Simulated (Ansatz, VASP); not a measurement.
# Two plane-wave programs on SnSe

INCAR

```
SYSTEM = SnSe
  PREC = Accurate
  ENCUT = 520
  EDIFF = 1E-7
  ISMEAR = 0
  SIGMA = 0.05
  LREAL = .FALSE.
  LASPH = .TRUE.
  NELM = 80
  ALGO = Normal
  ISIF = 2
  LWAVE = .FALSE.
  LCHARG = .TRUE.
  GGA = PS
  LELF = .TRUE.
  LVHAR = .TRUE.
  NBANDS = 50
```

Contents of KPOINTS:

```
regular mesh
0
G
  6 6 6
  0 0 0
```

File POSCAR:

```
SnSe
1.0
    5.9455093302      0.0000000000      0.0000000000
    0.0000000000     -5.9455093302      0.0000000000
    0.0000000000      0.0000000000     -5.9455093302
Sn Se
4 4
Direct
    0.0000000000      0.0000000000      0.0000000000
    0.5000000000      0.5000000000      0.0000000000
    0.5000000000      0.0000000000      0.5000000000
    0.0000000000      0.5000000000      0.5000000000
    0.5000000000      0.0000000000      0.0168194169
    0.0000000000      0.5000000000      0.0000000000
    0.0000000000      0.0000000000      0.5000000000
    0.5000000000      0.5000000000      0.5000000000
```

Input for Ansatz:

```yaml
crystal:
  lattice:
    - [5.9455093302, 0.0, 0.0]
    - [0.0, -5.9455093302, 0.0]
    - [0.0, 0.0, -5.9455093302]
  atoms:
    - { symbol: Sn, position: [0.0, 0.0, 0.0] }
    - { symbol: Sn, position: [0.5, 0.5, 0.0] }
    - { symbol: Sn, position: [0.5, 0.0, 0.5] }
    - { symbol: Sn, position: [0.0, 0.5, 0.5] }
    - { symbol: Se, position: [0.5, 0.0, 0.0168194169] }
    - { symbol: Se, position: [0.0, 0.5, 0.0] }
    - { symbol: Se, position: [0.0, 0.0, 0.5] }
    - { symbol: Se, position: [0.5, 0.5, 0.5] }
basis:
  ecutwfc: 420
kpoints:
  mp_grid: { grid: [6, 6, 6] }
hamiltonian:
  xc: pbesol
scf:
  occupations: { method: gaussian, width: 0.05 }
output:
  forces: true
  stress: true
  eigenvalues: true
```

Alike in both runs: task single point; functional PBEsol; k mesh 6 × 6 × 6; occupations gaussian, width 0.05 eV; no spin polarisation.

```csv
,VASP,Ansatz
version,VASP 6.6.1,Ansatz 0.2.0
potentials or method,"VASP PAW PBE potentials, release 64 (Sn_d, Se), cutoff 520 eV","scalar-relativistic, plane waves, PAW"
valence electrons in the cell,80,120
```

|  | VASP | Ansatz | Ansatz less VASP |
| --- | --- | --- | --- |
| gap on the k mesh at the Fermi level (eV) | 0.25 | 0.25 | 0.000 |
| least direct gap on the mesh (eV) | 0.25 | 0.25 | 0.000 |
| pressure (GPa) | 0.2 | 0.1 | -0.03 |
| traceless stress, the component that is largest in VASP (GPa) | 0.08 | 0.08 | -0.001 |
| rms of the force components (eV/Å) | 0.031 | 0.030 | -0.0012 |

VASP's potentials were made for PBE, not for PBEsol. Atom by atom the forces differ by 0.002 eV/Å (rms over components). VASP's potentials hold 80 valence electrons a cell and Ansatz's 120, so a difference there can come from the potentials and not from the codes.
